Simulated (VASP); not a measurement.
# Ni (P6_3/mmc) in VASP: further runs

Runs on Ni. Level: BLYP. Tasks: single point.

Everything below comes from runs of VASP 6.6.1. Logs are shortened: lines on timing, memory, paths and dates and some standing lists are left out, and cuts for length are marked.

### Step 1. The cell of the first run

It takes space group P6_3/mmc (No. 194, hexagonal). The conventional cell has a = 2.525 Å, b = 2.525 Å, c = 8.280 Å, α = 90.00°, β = 90.00°, γ = 120.00°. Within 3.3 Å of Ni (site symmetry -3m) lie 12 Ni at 2.53 Å. Ni (site symmetry -6m2) has 12 Ni at 2.53 Å within 3.3 Å.

This isn't the form of Ni at room conditions, which is fcc.

### Step 2. Single point, BLYP

INCAR

```
SYSTEM = Ni
  PREC = Accurate
  ENCUT = 520
  EDIFF = 1E-7
  ISMEAR = -1
  SIGMA = 0.1
  LREAL = .FALSE.
  LASPH = .TRUE.
  NELM = 80
  ALGO = Normal
  ISIF = 2
  LWAVE = .FALSE.
  LCHARG = .FALSE.
  GGA = B5
  ALDAX = 1.0
  AGGAX = 1.0
  AGGAC = 1.0
  ALDAC = 0.0
  NBANDS = 28
```

KPOINTS

```
Automatic mesh
0
G
  14 14 4
  0 0 0
```

POSCAR

```
Ni
1.0
    2.5250704391      0.0000000000      0.0000000000
   -1.2625352196      2.1867751466      0.0000000000
    0.0000000000      0.0000000000      8.2800602659
Ni
4
Direct
    0.0000000000      1.0000000000      0.0000000000
    0.0000000000      1.0000000000      0.5000000000
    0.3333333333      0.6666666667      0.2500000000
    0.6666666667      0.3333333333      0.7500000000
```

Potentials or basis: VASP PAW PBE potentials, release 64 (Ni).

Launch:

```bash
$ cat potpaw_PBE.64/Ni/POTCAR > POTCAR
$ mpirun -np 1 vasp_std > vasp.out
```

OUTCAR:

```text
SYSTEM = Ni
   PREC = Accurate
   ENCUT = 520
   EDIFF = 1E-7
   ISMEAR = -1
   LREAL = .FALSE.
   LASPH = .TRUE.
   NELM = 80
   ISIF = 2
   GGA = B5

 ion  position               nearest neighbor table
   1  0.000  0.000  0.000-   3 2.53   4 2.53   4 2.53   3 2.53   4 2.53   3 2.53
   2  0.000  0.000  0.500-   3 2.53   4 2.53   4 2.53   3 2.53   4 2.53   3 2.53
   3  0.333  0.667  0.250-   1 2.53   2 2.53   1 2.53   2 2.53   1 2.53   2 2.53
   4  0.667  0.333  0.750-   1 2.53   2 2.53   1 2.53   2 2.53   1 2.53   2 2.53

  LATTYP: Found a hexagonal cell.
 ALAT       =     2.5250704391
 C/A-ratio  =     3.2791403114

  Lattice vectors:

 A1 = (   2.5250704391,   0.0000000000,   0.0000000000)
 A2 = (  -1.2625352196,   2.1867751466,   0.0000000000)
 A3 = (   0.0000000000,   0.0000000000,   8.2800602659)

Analysis of symmetry for initial positions (statically):
=====================================================================
 Subroutine PRICEL returns:
 Original cell was already a primitive cell.

 Routine SETGRP: Setting up the symmetry group for a
 hexagonal supercell.

 Subroutine GETGRP returns: Found 24 space group operations
 (whereof 12 operations were pure point group operations)
 out of a pool of 24 trial point group operations.

The static configuration has the point symmetry D_3d.
 The point group associated with its full space group is D_6h.

Analysis of symmetry for dynamics (positions and initial velocities):
=====================================================================
 Subroutine PRICEL returns:
 Original cell was already a primitive cell.

 Routine SETGRP: Setting up the symmetry group for a
 hexagonal supercell.

 Subroutine GETGRP returns: Found 24 space group operations
 (whereof 12 operations were pure point group operations)
 out of a pool of 24 trial point group operations.

The dynamic configuration has the point symmetry D_3d.
 The point group associated with its full space group is D_6h.

 Subroutine INISYM returns: Found 24 space group operations
 (whereof 12 operations are pure point group operations),
 and found     1 'primitive' translations

----------------------------------------------------------------------------------------

                                     Primitive cell

  volume of cell :      45.7205

  direct lattice vectors                    reciprocal lattice vectors
     2.525070439  0.000000000  0.000000000     0.396028556  0.228647193  0.000000000
    -1.262535220  2.186775147  0.000000000     0.000000000  0.457294387  0.000000000
     0.000000000  0.000000000  8.280060266     0.000000000  0.000000000  0.120772068

  length of vectors
     2.525070439  2.525070439  8.280060266     0.457294387  0.457294387  0.120772068

  position of ions in fractional coordinates (direct lattice)
     0.000000000  0.000000000  0.000000000
     0.000000000  0.000000000  0.500000000
     0.333333333  0.666666667  0.250000000
     0.666666667  0.333333333  0.750000000

  ion indices of the primitive-cell ions
   primitive index   ion index
                 1           1
                 2           2
                 3           3
                 4           4

----------------------------------------------------------------------------------------

 KPOINTS: Automatic mesh

Automatic generation of k-mesh.
 Grid dimensions read from file:
 generate k-points for:   14   14    4

 Generating k-lattice:

  Cartesian coordinates                     Fractional coordinates (reciprocal lattice)
     0.028287754  0.016331942  0.000000000     0.071428571  0.000000000  0.000000000
     0.000000000  0.032663885  0.000000000     0.000000000  0.071428571  0.000000000
     0.000000000  0.000000000  0.030193017     0.000000000  0.000000000  0.250000000

  Length of vectors
     0.032663885  0.032663885  0.030193017

  Shift w.r.t. Gamma in fractional coordinates (k-lattice)
     0.000000000  0.000000000  0.000000000

 Subroutine IBZKPT returns following result:
 ===========================================

 Found     72 irreducible k-points:

 Following reciprocal coordinates:
            Coordinates               Weight
  0.000000  0.000000  0.000000      1.000000
  0.071429 -0.000000  0.000000      6.000000
  0.142857 -0.000000  0.000000      6.000000
  0.214286  0.000000  0.000000      6.000000
  0.285714 -0.000000  0.000000      6.000000
  0.357143  0.000000  0.000000      6.000000
[... 16 lines left out ...]
  0.285714  0.285714  0.000000      6.000000
  0.357143  0.285714  0.000000      6.000000
 [... further k-points ...]
   k-points           NKPTS =     72   k-points in BZ     NKDIM =     72   number of bands    NBANDS=     28
   number of dos      NEDOS =    301   number of ions     NIONS =      4
   total plane-waves  NPLWV =  25600
   dimension x,y,z NGX =    20 NGY =   20 NGZ =   64
   dimension x,y,z NGXF=    40 NGYF=   40 NGZF=  128
   ions per type =               4
   NGX,Y,Z   is equivalent  to a cutoff of  13.17, 13.17, 12.85 a.u.
   NGXF,Y,Z  is equivalent  to a cutoff of  26.34, 26.34, 25.70 a.u.
 SYSTEM =  Ni
   PREC   = accura    normal or accurate (medium, high low for compatibility)
   ISTART =      0    job   : 0-new  1-cont  2-samecut
   ICHARG =      2    charge: 1-file 2-atom 10-const
   ISPIN  =      1    spin polarized calculation?
   LNONCOLLINEAR =      F non collinear calculations
   LSORBIT =      F    spin-orbit coupling
   LASPH  =      T    aspherical Exc in radial PAW
   ENCUT  =  520.0 eV  38.22 Ry    6.18 a.u.   4.69  4.69 15.40*2*pi/ulx,y,z
   NELM   =     80;   NELMIN=  2; NELMDL= -5     # of ELM steps
   EDIFF  = 0.1E-06   stopping-criterion for ELM
   LREAL  =      F    real-space projection
   EDIFFG = 0.1E-05   stopping-criterion for IOM
   NSW    =      0    number of steps for IOM
   IBRION =     -1    ionic relax: 0-MD 1-quasi-New 2-CG
   NFREE  =      0    steps in history (QN), initial steepest desc. (CG)
   ISIF   =      2    stress and relaxation
   ISYM   =      2    0-nonsym 1-usesym 2-fastsym
   POTIM  = 0.5000    time-step for ionic-motion
   TEBEG  =    0.0;   TEEND  =   0.0 temperature during run
   PSTRESS=    0.0 pullay stress
   NELECT =      40.0000    total number of electrons
   NUPDOWN=      -1.0000    fix difference up-down
   EMIN   =  10.00;   EMAX   =-10.00  energy-range for DOS
   EFERMI =   0.00;   METHOD = LEGACY
   ISMEAR =    -1;   SIGMA  =   0.10  broadening in eV -4-tet -1-fermi 0-gaus
   EFERMI_NEDOS =   21; number of points for ismear=-14 and -15
   IALGO  =     38    algorithm
   IMIX   =      4    mixing-type and parameters
     AMIX     =   0.40;   BMIX     =  1.00
     AMIX_MAG =   1.60;   BMIX_MAG =  1.00
  volume/ion in A,a.u.               =      11.43        77.13
  Fermi-wavevector in a.u.,A,eV,Ry     =   1.565757  2.958852 33.355989  2.451596
  Thomas-Fermi vector in A             =   2.668186
   LORBIT       =      0    0 simple, 1 ext, 2 COOP (PROOUT), +10 PAW based schemes
   GGA     = B5    functional components
   LHFCALC =     F    Hartree Fock is set to
   AEXX    =    0.0000 exact exchange contribution
   IVDW    =     0    specifies the selected vdW correction
   LEPSILON=     F    determine dielectric tensor
   LRPA    =     F    only Hartree local field effects (RPA)
 non-spin polarized calculation
  energy-cutoff  :      520.00
  volume of cell :       45.72
 maximum number of plane-waves:      1243
 NGX is ok and might be reduce to    20
   NGX =  9   NGY =  9   NGZ = 31

 number of electron      40.0000017 magnetization

 Free energy of the ion-electron system (eV)
  ---------------------------------------------------
  ext. energy  EPLUGINS =         0.00000000
  ---------------------------------------------------
  free energy    TOTEN  =       -18.38613340 eV

  energy without entropy =      -18.01696595  energy(sigma->0) =      -18.20154968

 E-fermi :   8.9902     XC(G=0): -12.3770

 val. band max:        8.9893655033   @ k =   0.3571   0.2143   0.5000
 cond. band min:       8.9933720022   @ k =   0.4286   0.0000   0.5000
 fundamental gap:      0.0040064989
 Fermi energy:         8.9902381918

 k-point     1 :       0.0000    0.0000    0.0000
  band No.  band energies     occupation
      1       0.6151      2.00000
      2       2.7750      2.00000
      3       2.7751      2.00000
      4       4.8393      2.00000
      5       6.9043      2.00000
      6       6.9305      2.00000
[... 20 lines left out ...]
     27      23.1927      0.00000
     28      31.5173      0.00000

 k-point     2 :       0.0714   -0.0000    0.0000
  band No.  band energies     occupation
      1       0.7870      2.00000
      2       2.9273      2.00000
      3       2.9274      2.00000
      4       4.9493      2.00000
      5       6.8153      2.00000
      6       6.8840      2.00000
[... 20 lines left out ...]
     27      23.3207      0.00000
     28      29.5897      0.00000

 k-point     3 :       0.1429   -0.0000    0.0000
  band No.  band energies     occupation
      1       1.2925      2.00000
      2       3.3614      2.00000
      3       3.3617      2.00000
      4       5.2459      2.00000
      5       6.6336      2.00000
      6       6.7701      2.00000
[... 20 lines left out ...]
     27      23.6925      0.00000
     28      26.1586      0.00000

 k-point     4 :       0.2143    0.0000    0.0000
  band No.  band energies     occupation
      1       2.0965      2.00000
      2       3.9898      2.00000
      3       3.9910      2.00000
      4       5.6041      2.00000
      5       6.4675      2.00000
      6       6.5607      2.00000
[... 578 lines left out ...]
     27      17.6661      0.00000
     28      19.5455      0.00000

 k-point    23 :       0.2857    0.2857    0.0000
  band No.  band energies     occupation
      1       5.8176      2.00000
      2       5.8196      2.00000
      3       5.8471      2.00000
      4       5.9282      2.00000
      5       6.1255      2.00000
      6       6.1584      2.00000
[... 20 lines left out ...]
     27      17.7988      0.00000
     28      17.9449      0.00000

 k-point    24 :       0.3571    0.2857    0.0000
  band No.  band energies     occupation
      1       5.8622      2.00000
      2       5.8772      2.00000
      3       6.0522      2.00000
      4       6.1196      2.00000
      5       6.1881      2.00000
      6       6.1937      2.00000
[... 20 lines left out ...]
     27      16.5171      0.00000
     28      17.8392      0.00000

 [... further k-points ...]

------------------------ aborting loop because EDIFF is reached ----------------------------------------

  FORCE on cell =-STRESS in cart. coord.  units (eV):
  Direction    XX          YY          ZZ          XY          YZ          ZX
  --------------------------------------------------------------------------------------
  -------------------------------------------------------------------------------------
  Total        0.0599826      0.0599826      0.0427649     -0.0000000     -0.0000000      0.0000000
  in kB        2.1019600      2.1019600      1.4986025     -0.0000000     -0.0000000      0.0000000
  external PRESSURE =       1.9008408 kB  Pullay stress =       0.0000000 kB

 VOLUME and BASIS-vectors are now :
 -----------------------------------------------------------------------------
  energy-cutoff  :      520.00
  volume of cell :       45.72
      direct lattice vectors                 reciprocal lattice vectors
     2.525070439  0.000000000  0.000000000     0.396028556  0.228647193  0.000000000
    -1.262535220  2.186775147  0.000000000     0.000000000  0.457294387  0.000000000
     0.000000000  0.000000000  8.280060266     0.000000000  0.000000000  0.120772068

 POSITION                                       TOTAL-FORCE (eV/Angst)
 -----------------------------------------------------------------------------------
      0.00000      0.00000      0.00000         0.000000      0.000000     -0.000000
      0.00000      0.00000      4.14003         0.000000      0.000000     -0.000000
     -0.00000      1.45785      2.07002         0.000000     -0.000000      0.000000
      1.26254      0.72893      6.21005        -0.000000      0.000000      0.000000
 -----------------------------------------------------------------------------------
    total drift:                                0.000000     -0.000000      0.000000

  FREE ENERGIE OF THE ION-ELECTRON SYSTEM (eV)
  ---------------------------------------------------
  free  energy   TOTEN  =       -18.3861334046 eV

  energy  without entropy=      -18.0169659542  energy(sigma->0) =      -18.20154968
```

It took 72 s on 1 thread of Intel Xeon 6975P-C (Granite Rapids), shared host; peak memory 0.19 GiB.

What came out:

- Free energy: -18.3861 eV
- Pressure: 0.2 GPa
- Band gap on the k mesh: zero (bands 20 and 21 overlap by 0.54 eV)

Caveat: the PAW data sets were made with another functional, which shifts forces and pressure a little; the run has no spin polarisation, though such a crystal can be magnetic. Spin polarisation is off, so any magnetic state and its effect on volume and gap are missing.

[end of part 1 of 2]
